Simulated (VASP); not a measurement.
# Ti4C in VASP: relaxation of the atoms with PBEsol

Aim: the relaxation of the atoms of Ti4C with PBEsol.

All numbers are computed with VASP 6.6.1; they aren't measurements. Logs are shortened: lines on timing, memory, paths and dates and some standing lists are left out, and cuts for length are marked.

## (1) The cell of the first run

The cell holds a slab with vacuum, 5 atoms: a = 2.868 Å, b = 4.055 Å, c = 19.605 Å, α = 90.00°, β = 90.00°, γ = 90.00°.

## (2) Relaxation of the atoms, PBEsol

Contents of INCAR:

```
SYSTEM = Ti4C
PREC     = Accurate       ! precision mode
ENCUT    = 520            ! plane-wave cutoff, eV
EDIFF    = 1E-6           ! SCF threshold, eV
ISMEAR   = 0              ! smearing method
SIGMA    = 0.1            ! smearing width, eV
LREAL    = .False.        ! projectors in reciprocal space
LASPH    = .True.         ! aspherical terms in the spheres
NELM     = 80             ! most SCF steps
ALGO     = Fast           ! electronic algorithm
ISIF     = 2              ! what is computed and relaxed
LWAVE    = .False.        ! write WAVECAR
LCHARG   = .False.        ! write CHGCAR
LDIPOL   = .True.       
IDIPOL   = 3            
DIPOL    = 0.5 0.5 0.346
GGA      = PS             ! functional
IBRION   = 2              ! ionic algorithm
NSW      = 36             ! ionic steps
EDIFFG   = -0.025         ! ionic threshold
KPAR     = 4
```

Contents of KPOINTS:

```
regular mesh
0
Gamma
  9 7 1
  0 0 0
```

Contents of POSCAR:

```
Ti4C
1.0
    2.8676282151      0.0000000000      0.0000000000
    0.0000000000      4.0554387137      0.0000000000
    0.0000000000      0.0000000000     19.6054200203
Ti C
4 1
Selective dynamics
Direct
    0.5000000000      0.5000000000      0.2040252132  F F F
    0.0000000000      0.0000000000      0.2771587704  F F F
    0.5000000000      0.5000000000      0.3434213386  F F F
    0.0000000000      0.0000000000      0.4134275120  F F F
    0.3333333333      0.2000000000      0.4899369669  F F T
```

Potentials or basis: VASP PAW PBE potentials, release 64 (Ti_sv, C).

Run with:

```
$ cat potpaw_PBE.64/Ti_sv/POTCAR potpaw_PBE.64/C/POTCAR > POTCAR
$ mpirun -np 4 vasp_std > vasp.out
```

OUTCAR:

```text
SYSTEM = Ti4C
   PREC = Accurate
   ENCUT = 520
   EDIFF = 1E-6
   ISMEAR = 0
   LREAL = .False.
   LASPH = .True.
   NELM = 80
   ISIF = 2
   GGA = PS
   IBRION = 2
   NSW = 36
   EDIFFG = -0.025

 ion  position               nearest neighbor table
   1  0.500  0.500  0.204-   3 2.73   2 2.87   2 2.87   2 2.87   2 2.87
   2  0.000  0.000  0.277-   4 2.67   3 2.80   3 2.80   3 2.80   3 2.80   1 2.87   1 2.87   1 2.87
                             1 2.87
   3  0.500  0.500  0.343-   1 2.73   2 2.80   2 2.80   2 2.80   2 2.80   4 2.84   4 2.84   4 2.84
                             4 2.84
   4  0.000  0.000  0.413-   5 1.95   2 2.67   3 2.84   3 2.84   3 2.84   3 2.84
   5  0.333  0.200  0.490-   4 1.95

  LATTYP: Found a simple orthorhombic cell.
 ALAT       =     2.8676282151
 B/A-ratio  =     1.4142135624
 C/A-ratio  =     6.8368067789

  Lattice vectors:

 A1 = (   2.8676282151,   0.0000000000,   0.0000000000)
 A2 = (   0.0000000000,   4.0554387137,   0.0000000000)
 A3 = (   0.0000000000,   0.0000000000,  19.6054200203)

Analysis of symmetry for initial positions (statically):
=====================================================================
 Subroutine PRICEL returns:
 Original cell was already a primitive cell.

 Routine SETGRP: Setting up the symmetry group for a
 simple orthorhombic supercell.

 Subroutine GETGRP returns: Found  1 space group operations
 (whereof  1 operations were pure point group operations)
 out of a pool of  8 trial point group operations.

The static configuration has the point symmetry C_1 .

Analysis of symmetry for dynamics (positions and initial velocities):
=====================================================================
 Subroutine PRICEL returns:
 Original cell was already a primitive cell.

 Routine SETGRP: Setting up the symmetry group for a
 simple orthorhombic supercell.

 Subroutine GETGRP returns: Found  1 space group operations
 (whereof  1 operations were pure point group operations)
 out of a pool of  8 trial point group operations.

The dynamic configuration has the point symmetry C_1 .

Analysis of constrained symmetry for selective dynamics:
=====================================================================
 Subroutine PRICEL returns:
 Original cell was already a primitive cell.

 Routine SETGRP: Setting up the symmetry group for a
 simple orthorhombic supercell.

 Subroutine GETGRP returns: Found  1 space group operations
 (whereof  1 operations were pure point group operations)
 out of a pool of  8 trial point group operations.

The constrained configuration has the point symmetry C_1 .

 Subroutine INISYM returns: Found  1 space group operations
 (whereof  1 operations are pure point group operations),
 and found     1 'primitive' translations

----------------------------------------------------------------------------------------

                                     Primitive cell

  volume of cell :     228.0010

  direct lattice vectors                    reciprocal lattice vectors
     2.867628215  0.000000000  0.000000000     0.348720240  0.000000000  0.000000000
     0.000000000  4.055438714  0.000000000     0.000000000  0.246582447  0.000000000
     0.000000000  0.000000000 19.605420020     0.000000000  0.000000000  0.051006303

  length of vectors
     2.867628215  4.055438714 19.605420020     0.348720240  0.246582447  0.051006303

  position of ions in fractional coordinates (direct lattice)
     0.500000000  0.500000000  0.204025213
     0.000000000  0.000000000  0.277158770
     0.500000000  0.500000000  0.343421339
     0.000000000  0.000000000  0.413427512
     0.333333333  0.200000000  0.489936967

  ion indices of the primitive-cell ions
   primitive index   ion index
                 1           1
                 2           2
                 3           3
                 4           4
                 5           5

----------------------------------------------------------------------------------------

 KPOINTS: regular mesh

Automatic generation of k-mesh.
 Grid dimensions read from file:
 generate k-points for:    9    7    1

 Generating k-lattice:

  Cartesian coordinates                     Fractional coordinates (reciprocal lattice)
     0.038746693  0.000000000  0.000000000     0.111111111  0.000000000  0.000000000
     0.000000000  0.035226064  0.000000000     0.000000000  0.142857143  0.000000000
     0.000000000  0.000000000  0.051006303     0.000000000  0.000000000  1.000000000

  Length of vectors
     0.038746693  0.035226064  0.051006303

  Shift w.r.t. Gamma in fractional coordinates (k-lattice)
     0.000000000  0.000000000  0.000000000

 Subroutine IBZKPT returns following result:
 ===========================================

 Found     32 irreducible k-points:

 Following reciprocal coordinates:
            Coordinates               Weight
  0.000000  0.000000  0.000000      1.000000
  0.111111  0.000000  0.000000      2.000000
  0.222222  0.000000  0.000000      2.000000
  0.333333  0.000000  0.000000      2.000000
  0.444444  0.000000  0.000000      2.000000
  0.000000  0.142857  0.000000      2.000000
[... 16 lines left out ...]
  0.444444 -0.285714  0.000000      2.000000
  0.000000  0.428571  0.000000      2.000000
 [... further k-points ...]
   k-points           NKPTS =     32   k-points in BZ     NKDIM =     32   number of bands    NBANDS=     31
   number of dos      NEDOS =    301   number of ions     NIONS =      5
   total plane-waves  NPLWV = 108000
   dimension x,y,z NGX =    24 NGY =   30 NGZ =  150
   dimension x,y,z NGXF=    48 NGYF=   60 NGZF=  300
   ions per type =               4   1
   NGX,Y,Z   is equivalent  to a cutoff of  13.91, 12.30, 12.72 a.u.
   NGXF,Y,Z  is equivalent  to a cutoff of  27.83, 24.60, 25.44 a.u.
 SYSTEM =  Ti4C
   PREC   = accura    normal or accurate (medium, high low for compatibility)
   ISTART =      0    job   : 0-new  1-cont  2-samecut
   ICHARG =      2    charge: 1-file 2-atom 10-const
   ISPIN  =      1    spin polarized calculation?
   LNONCOLLINEAR =      F non collinear calculations
   LSORBIT =      F    spin-orbit coupling
   LASPH  =      T    aspherical Exc in radial PAW
   ENCUT  =  520.0 eV  38.22 Ry    6.18 a.u.   5.33  7.54 36.45*2*pi/ulx,y,z
   NELM   =     80;   NELMIN=  2; NELMDL= -5     # of ELM steps
   EDIFF  = 0.1E-05   stopping-criterion for ELM
   LREAL  =      F    real-space projection
   EDIFFG = -.3E-01   stopping-criterion for IOM
   NSW    =     36    number of steps for IOM
   IBRION =      2    ionic relax: 0-MD 1-quasi-New 2-CG
   NFREE  =      1    steps in history (QN), initial steepest desc. (CG)
   ISIF   =      2    stress and relaxation
   ISYM   =      2    0-nonsym 1-usesym 2-fastsym
   POTIM  = 0.5000    time-step for ionic-motion
   TEBEG  =    0.0;   TEEND  =   0.0 temperature during run
   PSTRESS=    0.0 pullay stress
   NELECT =      52.0000    total number of electrons
   NUPDOWN=      -1.0000    fix difference up-down
   EMIN   =  10.00;   EMAX   =-10.00  energy-range for DOS
   EFERMI =   0.00;   METHOD = LEGACY
   ISMEAR =     0;   SIGMA  =   0.10  broadening in eV -4-tet -1-fermi 0-gaus
   EFERMI_NEDOS =   21; number of points for ismear=-14 and -15
   IALGO  =     68    algorithm
   IMIX   =      4    mixing-type and parameters
     AMIX     =   0.40;   BMIX     =  1.00
     AMIX_MAG =   1.60;   BMIX_MAG =  1.00
  volume/ion in A,a.u.               =      45.60       307.73
  Fermi-wavevector in a.u.,A,eV,Ry     =   1.000223  1.890148 13.611905  1.000447
  Thomas-Fermi vector in A             =   2.132566
   LORBIT       =      0    0 simple, 1 ext, 2 COOP (PROOUT), +10 PAW based schemes
   GGA     = PS    functional components
   LHFCALC =     F    Hartree Fock is set to
   AEXX    =    0.0000 exact exchange contribution
   IVDW    =     0    specifies the selected vdW correction
   LEPSILON=     F    determine dielectric tensor
   LRPA    =     F    only Hartree local field effects (RPA)
 conjugate gradient relaxation of ions
 non-spin polarized calculation
 RMM-DIIS sequential band-by-band and
 Gauss-broadening in eV      SIGMA  =   0.10
  energy-cutoff  :      520.00
  volume of cell :      228.00
 maximum number of plane-waves:      6177
 NGX is ok and might be reduce to    24
   NGX = 11   NGY = 15   NGZ = 73

--------------------------------------- Ionic step        1  -------------------------------------------

 number of electron      52.0000014 magnetization

 Free energy of the ion-electron system (eV)
  ---------------------------------------------------
  ext. energy  EPLUGINS =         0.00000000
  ---------------------------------------------------
  free energy    TOTEN  =       -36.29151683 eV

  energy without entropy =      -36.25647236  energy(sigma->0) =      -36.27399459

------------------------ aborting loop EDIFF was not reached (unconverged)  ----------------------------

  FORCE on cell =-STRESS in cart. coord.  units (eV):
  Direction    XX          YY          ZZ          XY          YZ          ZX
  --------------------------------------------------------------------------------------
  -------------------------------------------------------------------------------------
  Total       -1.6240172     -3.8056889     -3.9512079      0.0608169      0.1067089      1.3132158
  in kB      -11.4120687    -26.7428094    -27.7653800      0.4273639      0.7498496      9.2280478
  external PRESSURE =     -21.9734194 kB  Pullay stress =       0.0000000 kB
[... 104 lines left out ...]
--------------------------------------- Ionic step        4  -------------------------------------------

 number of electron      52.0000014 magnetization

 dipolmoment           0.000000      0.000000      0.195382 electrons x Angstroem

 Free energy of the ion-electron system (eV)
  ---------------------------------------------------
  ext. energy  EPLUGINS =         0.00000000
  ---------------------------------------------------
  free energy    TOTEN  =       -36.78450560 eV

  energy without entropy =      -36.75458745  energy(sigma->0) =      -36.76954653

 E-fermi :  -0.5983     XC(G=0):  -4.8468

 val. band max:       -0.6025034340   @ k =   0.1111   0.4286   0.0000
 cond. band min:      -0.5828842312   @ k =   0.0000   0.2857   0.0000
 fundamental gap:      0.0196192028
 Fermi energy:        -0.5983217406

 k-point     1 :       0.0000    0.0000    0.0000
  band No.  band energies     occupation
      1     -57.3097      2.00000
      2     -56.9835      2.00000
      3     -56.8410      2.00000
      4     -56.3444      2.00000
      5     -33.8387      2.00000
      6     -33.7567      2.00000
[... 805 lines left out ...]
     30       0.4388      0.00000
     31       0.5776      0.00000

 [... further k-points ...]

------------------------ aborting loop because EDIFF is reached ----------------------------------------

 vacuum level on the upper side and lower side of the slab       (xc-potential included)         1.473        -1.486

  FORCE on cell =-STRESS in cart. coord.  units (eV):
  Direction    XX          YY          ZZ          XY          YZ          ZX
  --------------------------------------------------------------------------------------
  -------------------------------------------------------------------------------------
  Total        1.9114817     -2.3068456      0.3672652      1.6338719      2.7439516      3.6130608
  in kB       13.4320991    -16.2103455      2.5807954     11.4813181     19.2819160     25.3891995
  external PRESSURE =      -0.0658170 kB  Pullay stress =       0.0000000 kB
[... 20 lines left out ...]
  FREE ENERGIE OF THE ION-ELECTRON SYSTEM (eV)
  ---------------------------------------------------
  free  energy   TOTEN  =       -36.7845055983 eV

  energy  without entropy=      -36.7545874520  energy(sigma->0) =      -36.76954653

 reached required accuracy - stopping structural energy minimisation

 vacuum level on the upper side and lower side of the slab         5.785         2.746
```

It took 23 min on 4 MPI ranks of Oxide Virtual Turin-like, shared host; peak memory 0.43 GiB.

What came out:

| Item | Value |
| --- | --- |
| Free energy | -36.7845 eV |
| Energy gained by relaxing | 98.6 meV/atom |
| Ionic steps | 4 |
| Band gap on the k mesh | zero (bands 26 and 27 overlap by 0.21 eV) |

The path:
| step | energy change (eV) | largest force on free atoms (eV/Å) | pressure (GPa) |
| --- | --- | --- | --- |
| 1 | 0.0000 | 2.5150 | -2.20 |
| 2 | -0.2709 | 1.8920 | -1.56 |
| 3 | -0.4928 | 0.0612 | -0.07 |
| 4 | -0.4930 | 0.0185 | -0.01 |

Final structure:
```
Ti C
1.0
     2.86763    0.00000    0.00000
     0.00000    4.05544    0.00000
     0.00000    0.00000   19.60542
Ti C
4 1
Direct
  0.50000 0.50000 0.20403
  0.00000 0.00000 0.27716
  0.50000 0.50000 0.34342
  0.00000 0.00000 0.41343
  0.33333 0.20000 0.47272
```

Caveat: the PAW data sets were made with another functional, which shifts forces and pressure a little.
